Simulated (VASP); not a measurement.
A run of VASP 6.6.1:

The input INCAR:

```
PREC = Accurate
ENCUT = 520
EDIFF = 1E-7
ISMEAR = 0
SIGMA = 0.1
LREAL = F
LASPH = T
NELM = 80
ALGO = Normal
ISIF = 2
LWAVE = F
LCHARG = T
GGA = PE
LELF = T
LVHAR = T
NBANDS = 16
```

File KPOINTS:

```
regular mesh
0
Gamma
  4 4 4
```

File POSCAR:

```
InSb
1.0
    0.0000000000      3.0735130000      3.0735130000
    3.0735130000      0.0000000000      3.0735130000
    3.0735130000      3.0735130000      0.0000000000
In Sb
1 1
Direct
    0.0000000000      0.0000000000      0.0000000000
    0.5000000000      0.5000000000      0.5000000000
```

Potentials or basis: VASP PAW PBE potentials, release 64 (In_d, Sb).

Command:

```console
$ cat potpaw_PBE.64/In_d/POTCAR potpaw_PBE.64/Sb/POTCAR > POTCAR
$ mpirun -np 1 vasp_std > vasp.out
```

Hardware: 1 thread of Intel Xeon 8259CL (shared host).

Question: How long does it take, and how much memory?

Answer: It took 16 s on 1 thread of Intel Xeon 8259CL, with other jobs on the host, peak memory 0.17 GiB. Counts: scf iterations 13, k points 8.
